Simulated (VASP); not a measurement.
Write the native input for VASP 6.6.1 that does the following.

- Task: relaxation of cell and atoms
- Functional: PBE
- Potentials or basis: VASP PAW PBE potentials, release 64 (Si, C)
- Cutoff: 600 eV
- k mesh: 6 × 6 × 2
- Occupations: gaussian, width 0.1 eV
- Spin: no spin polarisation
- Dipole correction: no
- Further INCAR settings: ALGO = Normal; EDIFF = 1e-06; IBRION = 2; EDIFFG = -0.04; NSW = 90; ISIF = 3

The structure of SiC5 lies in POSCAR:

```
SiC5
1.0
    2.6534937000      0.0000000000      0.0000000000
   -1.3267468500      2.2979929500      0.0000000000
    0.0000000000      0.0000000000     12.9994112000
Si C
1 5
Direct
    0.0000000000      0.0000000000      0.5000000000
    0.0000000000      0.0000000000      0.0000000000
    0.3333333300      0.6666666700      0.8333333300
    0.6666666700      0.3333333300      0.6666666700
    0.3333333300      0.6666666700      0.3333333300
    0.6666666700      0.3333333300      0.1666666700
```

The input as run:

INCAR

```
PREC     = Accurate       # precision mode
ENCUT    = 600            # plane-wave cutoff, eV
EDIFF    = 1E-6           # SCF threshold, eV
ISMEAR   = 0              # smearing method
SIGMA    = 0.1            # smearing width, eV
LREAL    = F              # projectors in reciprocal space
LASPH    = T              # aspherical terms in the spheres
NELM     = 100            # most SCF steps
ALGO     = Normal         # electronic algorithm
ISIF     = 3              # what is computed and relaxed
LWAVE    = F              # write WAVECAR
LCHARG   = F              # write CHGCAR
GGA      = PE             # functional
IBRION   = 2              # ionic algorithm
NSW      = 90             # ionic steps
EDIFFG   = -0.04          # ionic threshold
```

KPOINTS

```
regular mesh
0
Gamma
  6 6 2
```

Potentials or basis: VASP PAW PBE potentials, release 64 (Si, C).

The run is started by

```sh
$ cat potpaw_PBE.64/Si/POTCAR potpaw_PBE.64/C/POTCAR > POTCAR
$ mpirun -np 1 vasp_std > vasp.out
```

It gave:

```
Relaxed volume                         : 13.68 Å³/atom
Relaxed cell                           : a = 2.441 Å, b = 2.441 Å, c = 15.908 Å, α = 90.00°, β = 90.00°, γ = 120.00°
Space group after relaxing (to 0.05 Å) : P6/mmm (No. 191)
Energy gained by relaxing              : 3434.6 meV/atom
Ionic steps                            : 58
Pressure after relaxing                : -0.1 GPa
Largest force after relaxing           : 0.014 eV/Å
Band gap on the k mesh                 : 0.08 eV, indirect (least direct gap 0.43 eV)
```

Caveat: the k points lie up to 0.50 Å⁻¹ apart in the final cell.

Run time: 12 min on 1 thread of AMD EPYC 9R45 96-Core Processor (Zen 5), with other jobs on the host, peak memory 0.22 GiB.
